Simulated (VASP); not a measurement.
# CaO in VASP: further runs, part 2 of 3

VASP 6.6.1. Earlier steps stand in the parts before.

## Step 3: Single point, PBE (epitaxial 111 strain +3.0%)

The input, INCAR:

```
SYSTEM = CaO
PREC = Accurate
ENCUT = 520
EDIFF = 1E-6
ISMEAR = 0
SIGMA = 0.01
LREAL = .FALSE.
LASPH = .TRUE.
NELM = 100
ALGO = Normal
ISIF = 2
LWAVE = .FALSE.
LCHARG = .TRUE.
GGA = PE
LELF = .TRUE.
LVHAR = .TRUE.
NBANDS = 15
```

The input, KPOINTS:

```
regular mesh
0
G
  6 6 6
  0 0 0
```

The input, POSCAR:

```
CaO
1.0
   -0.0755630935      2.3939135201      2.3939135201
    2.3939135201     -0.0755630935      2.3939135201
    2.3939135201      2.3939135201     -0.0755630935
Ca O
1 1
Direct
    0.0000000000      0.0000000000      0.0000000000
    0.5000000000      0.5000000000      0.5000000000
```

Potentials or basis: VASP PAW PBE potentials, release 64 (Ca_sv, O).

On the command line:

```console
$ cat potpaw_PBE.64/Ca_sv/POTCAR potpaw_PBE.64/O/POTCAR > POTCAR
$ mpirun -np 1 vasp_std > vasp.out
```

OUTCAR:

```text
SYSTEM = CaO
   PREC = Accurate
   ENCUT = 520
   EDIFF = 1E-6
   ISMEAR = 0
   LREAL = .FALSE.
   LASPH = .TRUE.
   NELM = 100
   ISIF = 2
   GGA = PE

 ion  position               nearest neighbor table
   1  0.000  0.000  0.000-   2 2.43   2 2.43   2 2.43   2 2.43   2 2.43   2 2.43
   2  0.500  0.500  0.500-   1 2.43   1 2.43   1 2.43   1 2.43   1 2.43   1 2.43

  LATTYP: Found a trigonal (rhomboedric) cell.
 ALAT       =     3.3863481310
 COS(alpha) =     0.4682020871

  Lattice vectors:

 A1 = (  -0.0755630935,   2.3939135201,   2.3939135201)
 A2 = (   2.3939135201,  -0.0755630935,   2.3939135201)
 A3 = (   2.3939135201,   2.3939135201,  -0.0755630935)

Analysis of symmetry for initial positions (statically):
=====================================================================
 Subroutine PRICEL returns:
 Original cell was already a primitive cell.

 Routine SETGRP: Setting up the symmetry group for a
 trigonal (rhombohedral) supercell.

 Subroutine GETGRP returns: Found 12 space group operations
 (whereof 12 operations were pure point group operations)
 out of a pool of 12 trial point group operations.

The static configuration has the point symmetry D_3d.

Analysis of symmetry for dynamics (positions and initial velocities):
=====================================================================
 Subroutine PRICEL returns:
 Original cell was already a primitive cell.

 Routine SETGRP: Setting up the symmetry group for a
 trigonal (rhombohedral) supercell.

 Subroutine GETGRP returns: Found 12 space group operations
 (whereof 12 operations were pure point group operations)
 out of a pool of 12 trial point group operations.

The dynamic configuration has the point symmetry D_3d.

 Subroutine INISYM returns: Found 12 space group operations
 (whereof 12 operations are pure point group operations),
 and found     1 'primitive' translations

----------------------------------------------------------------------------------------

                                     Primitive cell

  volume of cell :      28.7369
[... 114 lines left out ...]
   GGA     = PE    functional components
   LHFCALC =     F    Hartree Fock is set to
   AEXX    =    0.0000 exact exchange contribution
   IVDW    =     0    specifies the selected vdW correction
   LEPSILON=     F    determine dielectric tensor
   LRPA    =     F    only Hartree local field effects (RPA)
 non-spin polarized calculation
 Gauss-broadening in eV      SIGMA  =   0.01
  energy-cutoff  :      520.00
  volume of cell :       28.74
 maximum number of plane-waves:       787
 NGX is ok and might be reduce to    28
   NGX = 13   NGY = 13   NGZ = 13

 number of electron      16.0000001 magnetization

 Free energy of the ion-electron system (eV)
  ---------------------------------------------------
  ext. energy  EPLUGINS =         0.00000000
  ---------------------------------------------------
  free energy    TOTEN  =       -12.78552634 eV

  energy without entropy =      -12.78552634  energy(sigma->0) =      -12.78552634

 E-fermi :   2.3971     XC(G=0): -10.3092

 val. band max:        2.2666869500   @ k =   0.0000   0.0000   0.0000
 cond. band min:       5.7951891753   @ k =   0.5000   0.5000   0.0000
 fundamental gap:      3.5285022252
 Fermi energy:         2.3971023285

 k-point     1 :       0.0000    0.0000    0.0000
  band No.  band energies     occupation
      1     -35.6370      2.00000
      2     -16.4236      2.00000
      3     -16.4214      2.00000
      4     -16.4214      2.00000
      5     -13.3012      2.00000
      6       2.1199      2.00000
      7       2.1199      2.00000
      8       2.2667      2.00000
      9       6.5721      0.00000
     10       8.1237      0.00000
     11       8.1237      0.00000
     12       8.6280      0.00000
     13       9.7545      0.00000
     14       9.7545      0.00000
[... 401 lines left out ...]
      2     -16.8883      2.00000
      3     -16.7440      2.00000
      4     -16.7002      2.00000
      5     -12.8135      2.00000
      6       0.9448      2.00000
      7       1.1217      2.00000
      8       1.3725      2.00000
      9       7.1212      0.00000
     10       9.6525      0.00000
     11      10.2317      0.00000
     12      11.4127      0.00000
     13      11.6248      0.00000
     14      14.6548      0.00000
     15      15.4127      0.00000

 [... further k-points ...]
[... 5 lines left out ...]
  --------------------------------------------------------------------------------------
  -------------------------------------------------------------------------------------
  Total       -0.2795928     -0.2795928     -0.2795928      0.3848474      0.3848474      0.3848474
  in kB      -15.5882403    -15.5882403    -15.5882403     21.4565423     21.4565423     21.4565423
  external PRESSURE =     -15.5882403 kB  Pullay stress =       0.0000000 kB

 VOLUME and BASIS-vectors are now :
 -----------------------------------------------------------------------------
  energy-cutoff  :      520.00
  volume of cell :       28.74
      direct lattice vectors                 reciprocal lattice vectors
    -0.075563093  2.393913520  2.393913520    -0.199225330  0.205718776  0.205718776
     2.393913520 -0.075563093  2.393913520     0.205718776 -0.199225330  0.205718776
     2.393913520  2.393913520 -0.075563093     0.205718776  0.205718776 -0.199225330

 POSITION                                       TOTAL-FORCE (eV/Angst)
 -----------------------------------------------------------------------------------
      0.00000      0.00000      0.00000         0.000000      0.000000     -0.000000
      2.35613      2.35613      2.35613        -0.000000     -0.000000      0.000000
 -----------------------------------------------------------------------------------
    total drift:                                0.000000      0.000000      0.000000

  FREE ENERGIE OF THE ION-ELECTRON SYSTEM (eV)
  ---------------------------------------------------
  free  energy   TOTEN  =       -12.7855263446 eV

  energy  without entropy=      -12.7855263446  energy(sigma->0) =      -12.78552634
```

OSZICAR:

```text
N       E                     dE             d eps       ncg     rms          rms(c)
DAV:   1     0.123868746871E+03    0.12387E+03   -0.84739E+03   960   0.109E+03
DAV:   2    -0.895722407595E+01   -0.13283E+03   -0.12363E+03  1177   0.285E+02
DAV:   3    -0.143651505575E+02   -0.54079E+01   -0.53708E+01  1135   0.600E+01
DAV:   4    -0.144949856595E+02   -0.12984E+00   -0.12971E+00  1308   0.842E+00
DAV:   5    -0.144967114139E+02   -0.17258E-02   -0.17253E-02  1180   0.903E-01    0.856E+00
DAV:   6    -0.128695711890E+02    0.16271E+01   -0.52452E+00  1073   0.219E+01    0.369E+00
DAV:   7    -0.127890244620E+02    0.80547E-01   -0.42815E-01  1052   0.662E+00    0.182E+00
DAV:   8    -0.127862075013E+02    0.28170E-02   -0.77971E-02  1226   0.300E+00    0.413E-01
DAV:   9    -0.127848472395E+02    0.13603E-02   -0.46728E-03  1011   0.554E-01    0.112E-01
DAV:  10    -0.127855533245E+02   -0.70608E-03   -0.79032E-04  1185   0.254E-01    0.484E-02
DAV:  11    -0.127855256370E+02    0.27687E-04   -0.50013E-05  1193   0.864E-02    0.595E-03
DAV:  12    -0.127855263446E+02   -0.70759E-06   -0.84300E-06  1072   0.251E-02
   1 F= -.12785526E+02 E0= -.12785526E+02  d E =-.355978E-78
```

Run time: 7.6 s. Hardware: 1 thread of Intel Xeon 6975P-C (Granite Rapids), shared host; peak memory 0.16 GiB.

What came out:

```
Free energy            : -12.7855 eV
Pressure               : -1.6 GPa
Band gap on the k mesh : 3.53 eV, indirect (least direct gap 3.94 eV)
```

Caveat: the cell differs from its parent crystal (epitaxial 111 strain +3.0%). A k mesh can miss the band edges.

## Step 4: Single point, PBE (strain -4.0%)

The input, INCAR:

```
SYSTEM = CaO
PREC     = Accurate       ! precision mode
ENCUT    = 520            ! plane-wave cutoff, eV
EDIFF    = 1E-7           ! SCF threshold, eV
ISMEAR   = -1             ! smearing method
SIGMA    = 0.02           ! smearing width, eV
LREAL    = .FALSE.        ! projectors in reciprocal space
LASPH    = .TRUE.         ! aspherical terms in the spheres
NELM     = 80             ! most SCF steps
ALGO     = Normal         ! electronic algorithm
ISIF     = 2              ! what is computed and relaxed
LWAVE    = .FALSE.        ! write WAVECAR
LCHARG   = .FALSE.        ! write CHGCAR
GGA      = PE             ! functional
NBANDS   = 15             ! bands
```

The input, KPOINTS:

```
regular mesh
0
G
  10 10 10
  0 0 0
```

The input, POSCAR:

```
CaO
1.0
    0.0000000000      2.3016481058      2.3016481058
    2.3016481058      0.0000000000      2.3016481058
    2.3016481058      2.3016481058      0.0000000000
Ca O
1 1
Direct
    0.0000000000      0.0000000000      0.0000000000
    0.5000000000      0.5000000000      0.5000000000
```

Potentials or basis: VASP PAW PBE potentials, release 64 (Ca_sv, O).

On the command line:

```console
$ cat potpaw_PBE.64/Ca_sv/POTCAR potpaw_PBE.64/O/POTCAR > POTCAR
$ mpirun -np 1 vasp_std > vasp.out
```

OUTCAR:

```text
SYSTEM = CaO
   PREC = Accurate
   ENCUT = 520
   EDIFF = 1E-7
   ISMEAR = -1
   LREAL = .FALSE.
   LASPH = .TRUE.
   NELM = 80
   ISIF = 2
   GGA = PE

 ion  position               nearest neighbor table
   1  0.000  0.000  0.000-   2 2.30   2 2.30   2 2.30   2 2.30   2 2.30   2 2.30
   2  0.500  0.500  0.500-   1 2.30   1 2.30   1 2.30   1 2.30   1 2.30   1 2.30

  LATTYP: Found a face centered cubic cell.
 ALAT       =     4.6032962116

  Lattice vectors:

 A1 = (   0.0000000000,   2.3016481058,   2.3016481058)
 A2 = (   2.3016481058,   0.0000000000,   2.3016481058)
 A3 = (   2.3016481058,   2.3016481058,   0.0000000000)

Analysis of symmetry for initial positions (statically):
=====================================================================
 Subroutine PRICEL returns:
 Original cell was already a primitive cell.

 Routine SETGRP: Setting up the symmetry group for a
 face centered cubic supercell.

 Subroutine GETGRP returns: Found 48 space group operations
 (whereof 48 operations were pure point group operations)
 out of a pool of 48 trial point group operations.

The static configuration has the point symmetry O_h .

Analysis of symmetry for dynamics (positions and initial velocities):
=====================================================================
 Subroutine PRICEL returns:
 Original cell was already a primitive cell.

 Routine SETGRP: Setting up the symmetry group for a
 face centered cubic supercell.

 Subroutine GETGRP returns: Found 48 space group operations
 (whereof 48 operations were pure point group operations)
 out of a pool of 48 trial point group operations.

The dynamic configuration has the point symmetry O_h .

 Subroutine INISYM returns: Found 48 space group operations
 (whereof 48 operations are pure point group operations),
 and found     1 'primitive' translations

----------------------------------------------------------------------------------------
[... 116 lines left out ...]
  Thomas-Fermi vector in A             =   2.543237
   LORBIT       =      0    0 simple, 1 ext, 2 COOP (PROOUT), +10 PAW based schemes
   GGA     = PE    functional components
   LHFCALC =     F    Hartree Fock is set to
   AEXX    =    0.0000 exact exchange contribution
   IVDW    =     0    specifies the selected vdW correction
   LEPSILON=     F    determine dielectric tensor
   LRPA    =     F    only Hartree local field effects (RPA)
 non-spin polarized calculation
  energy-cutoff  :      520.00
  volume of cell :       24.39
 maximum number of plane-waves:       666
   NGX = 13   NGY = 13   NGZ = 13

 number of electron      16.0000004 magnetization

 Free energy of the ion-electron system (eV)
  ---------------------------------------------------
  ext. energy  EPLUGINS =         0.00000000
  ---------------------------------------------------
  free energy    TOTEN  =       -12.56479313 eV

  energy without entropy =      -12.56479313  energy(sigma->0) =      -12.56479313

 E-fermi :   3.5349     XC(G=0): -11.1248

 val. band max:        3.1433989236   @ k =   0.0000   0.0000   0.0000
 cond. band min:       6.6956394812   @ k =   0.5000   0.5000   0.0000
 fundamental gap:      3.5522405577
 Fermi energy:         3.5348525080

 k-point     1 :       0.0000    0.0000    0.0000
  band No.  band energies     occupation
      1     -34.0046      2.00000
      2     -14.6439      2.00000
      3     -14.6439      2.00000
      4     -14.6439      2.00000
      5     -12.6444      2.00000
      6       3.1434      2.00000
      7       3.1434      2.00000
      8       3.1434      2.00000
      9       8.9916      0.00000
     10       9.6599      0.00000
     11       9.6599      0.00000
     12       9.6599      0.00000
     13      11.4038      0.00000
     14      11.4038      0.00000
[... 401 lines left out ...]
      2     -15.7113      2.00000
      3     -14.9525      2.00000
      4     -14.9072      2.00000
      5     -11.8939      2.00000
      6       1.3768      2.00000
      7       2.5670      2.00000
      8       2.6753      2.00000
      9       7.4681      0.00000
     10      11.8341      0.00000
     11      12.6603      0.00000
     12      12.8212      0.00000
     13      12.9391      0.00000
     14      15.2157      0.00000
     15      20.5789      0.00000

 [... further k-points ...]
[... 5 lines left out ...]
  --------------------------------------------------------------------------------------
  -------------------------------------------------------------------------------------
  Total        3.3428807      3.3428807      3.3428807      0.0000000      0.0000000      0.0000000
  in kB      219.6264740    219.6264740    219.6264740      0.0000000      0.0000000      0.0000000
  external PRESSURE =     219.6264740 kB  Pullay stress =       0.0000000 kB

 VOLUME and BASIS-vectors are now :
 -----------------------------------------------------------------------------
  energy-cutoff  :      520.00
  volume of cell :       24.39
      direct lattice vectors                 reciprocal lattice vectors
     0.000000000  2.301648106  2.301648106    -0.217235640  0.217235640  0.217235640
     2.301648106  0.000000000  2.301648106     0.217235640 -0.217235640  0.217235640
     2.301648106  2.301648106  0.000000000     0.217235640  0.217235640 -0.217235640

 POSITION                                       TOTAL-FORCE (eV/Angst)
 -----------------------------------------------------------------------------------
      0.00000      0.00000      0.00000         0.000000      0.000000      0.000000
      2.30165      2.30165      2.30165         0.000000      0.000000      0.000000
 -----------------------------------------------------------------------------------
    total drift:                                0.000000     -0.000000     -0.000000

  FREE ENERGIE OF THE ION-ELECTRON SYSTEM (eV)
  ---------------------------------------------------
  free  energy   TOTEN  =       -12.5647931253 eV

  energy  without entropy=      -12.5647931253  energy(sigma->0) =      -12.56479313
```

OSZICAR:

```text
N       E                     dE             d eps       ncg     rms          rms(c)
DAV:   1     0.125982527553E+03    0.12598E+03   -0.86237E+03  1418   0.112E+03
DAV:   2    -0.949577140231E+01   -0.13548E+03   -0.12695E+03  1683   0.298E+02
DAV:   3    -0.142055830061E+02   -0.47098E+01   -0.46830E+01  1742   0.581E+01
DAV:   4    -0.143219131779E+02   -0.11633E+00   -0.11627E+00  1912   0.817E+00
DAV:   5    -0.143236233551E+02   -0.17102E-02   -0.17102E-02  1686   0.891E-01    0.866E+00
DAV:   6    -0.126216398025E+02    0.17020E+01   -0.47178E+00  1635   0.224E+01    0.327E+00
DAV:   7    -0.125692044206E+02    0.52435E-01   -0.36409E-01  1670   0.658E+00    0.175E+00
DAV:   8    -0.125661081032E+02    0.30963E-02   -0.69046E-02  1858   0.282E+00    0.416E-01
DAV:   9    -0.125642673315E+02    0.18408E-02   -0.49433E-03  1459   0.671E-01    0.105E-01
DAV:  10    -0.125648241486E+02   -0.55682E-03   -0.65955E-04  1656   0.249E-01    0.390E-02
DAV:  11    -0.125647952289E+02    0.28920E-04   -0.75961E-05  1714   0.996E-02    0.119E-02
DAV:  12    -0.125647931630E+02    0.20658E-05   -0.86921E-06  1669   0.365E-02    0.117E-03
DAV:  13    -0.125647931253E+02    0.37706E-07   -0.72118E-07  1683   0.771E-03
   1 F= -.12564793E+02 E0= -.12564793E+02  d E =-.822681E-11
```

It took 5.7 s on 1 thread of Intel Xeon 6975P-C (Granite Rapids), shared host; peak memory 0.14 GiB.

What came out:

```
Free energy            : -12.5648 eV
Pressure               : 22.0 GPa
Band gap on the k mesh : 3.55 eV, indirect (least direct gap 3.88 eV)
```

Levels at points of the mesh, in eV from the valence-band top:
```csv
k point,band 5,band 6,band 7,band 8,band 9,band 10,band 11,band 12
"(0.00, 0.00, 0.00)",-15.79,0.00,0.00,0.00,5.85,6.52,6.52,6.52
"(0.50, 0.00, 0.00)",-13.95,-2.96,-1.49,-1.49,7.66,9.07,9.07,9.55
"(0.50, 0.50, 0.00)",-15.58,-1.20,-0.33,-0.33,3.55,9.05,9.63,10.42
```

Caveat: the cell differs from its parent crystal (strain -4.0%).

(Part 2 of 3 ends here.)
